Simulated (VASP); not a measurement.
Write the native input for VASP 6.6.1 that does the following.

```
Task                   : single point
Functional             : r2SCAN
Potentials or basis    : VASP PAW PBE potentials, release 64 (Bi_d)
Cutoff                 : 550 eV
k mesh                 : 14 × 14 × 14
Occupations            : gaussian, width 0.05 eV
Spin                   : no spin polarisation
Dipole correction      : no
Further INCAR settings : ALGO = Normal; EDIFF = 1e-06; NBANDS = 14
```

Crystal: Bi.

```
Bi
1.0
    -1.99297    1.99297    1.99297
     1.99297   -1.99297    1.99297
     1.99297    1.99297   -1.99297
Bi
1
Direct
  0.00000 0.00000 0.00000
```

This isn't the form of Bi at room conditions, which is rhombohedral.

One way to write it, as run:

POSCAR

```
Bi
1.0
   -1.9929694155      1.9929694155      1.9929694155
    1.9929694155     -1.9929694155      1.9929694155
    1.9929694155      1.9929694155     -1.9929694155
Bi
1
Direct
    0.0000000000      0.0000000000      0.0000000000
```

INCAR.step1

```
SYSTEM = Bi
PREC = Accurate
ENCUT = 550
ISMEAR = 0
SIGMA = 0.05
LREAL = .False.
LASPH = .True.
NELM = 120
NBANDS = 14
GGA = PE
ALGO = Normal
EDIFF = 1E-5
LWAVE = .True.
LCHARG = .False.
GGA_COMPAT = .False.
```

INCAR.step2

```
SYSTEM = Bi
PREC = Accurate
ENCUT = 550
EDIFF = 1E-6
ISMEAR = 0
SIGMA = 0.05
LREAL = .False.
LASPH = .True.
NELM = 120
ALGO = Normal
ISIF = 2
LWAVE = .False.
LCHARG = .False.
METAGGA = R2SCAN
LMIXTAU = .True.
NBANDS = 14
ISTART = 1
GGA_COMPAT = .False.
```

KPOINTS

```
Automatic mesh
0
Gamma
  14 14 14
  0 0 0
```

Potentials or basis: VASP PAW PBE potentials, release 64 (Bi_d).

Command:

```sh
$ cat potpaw_PBE.64/Bi_d/POTCAR > POTCAR
$ cp INCAR.step1 INCAR
$ mpirun -np 1 vasp_std > vasp.out
$ cp INCAR.step2 INCAR
$ mpirun -np 1 vasp_std > vasp.out
```

It gave:

```
Pressure               : -1.0 GPa
Band gap on the k mesh : zero (an odd number of electrons rules out a gap without spin polarisation)
```

Caveat: the PAW data sets were made with another functional, which shifts forces and pressure a little; spin-orbit coupling is left out, which moves the levels of the heavy elements.

It took 74 s on 1 thread of Intel(R) Xeon(R) 6975P-C (Granite Rapids) (shared host), peak memory 0.19 GiB.
